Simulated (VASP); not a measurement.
A run of VASP 6.6.1 is set up as follows.

File INCAR:

```
SYSTEM = Si
PREC = Accurate ; ENCUT = 520
EDIFF = 1E-6 ; ISMEAR = 0
SIGMA = 0.05 ; LREAL = .False.
LASPH = .True. ; NELM = 60
ALGO = Normal ; ISIF = 2
LWAVE = .False. ; LCHARG = .False.
GGA = CA ; NBANDS = 11
```

KPOINTS

```
Automatic mesh
0
Gamma
  12 12 12
  0 0 0
```

POSCAR

```
Si
1.0
    0.0000000000      2.8493428826      2.7007989409
    2.5522549992      0.0000000000      2.7007989409
    2.5522549992      2.8493428826      0.0000000000
Si
2
Direct
    0.5000000000      0.5000000000      0.5000000000
    0.7500000000      0.7500000000      0.7500000000
```

Potentials or basis: VASP PAW LDA potentials, release 64 (Si).

Run with:

```console
$ cat potpaw_LDA.64/Si/POTCAR > POTCAR
$ mpirun -np 1 vasp_std > vasp.out
```

(1) What does it give for the pressure?

(2) What does it give for the band gap on the k mesh?

Answers

(1) 0.0 GPa.

(2) zero (band 4 reaches 6.35 eV, above the bottom of band 5 at 5.93 eV).

Caveat: the cell differs from its parent crystal (strain +e along x and -e along y -0.0550, strain +e along z and -e/2 along x and y +0.0000).
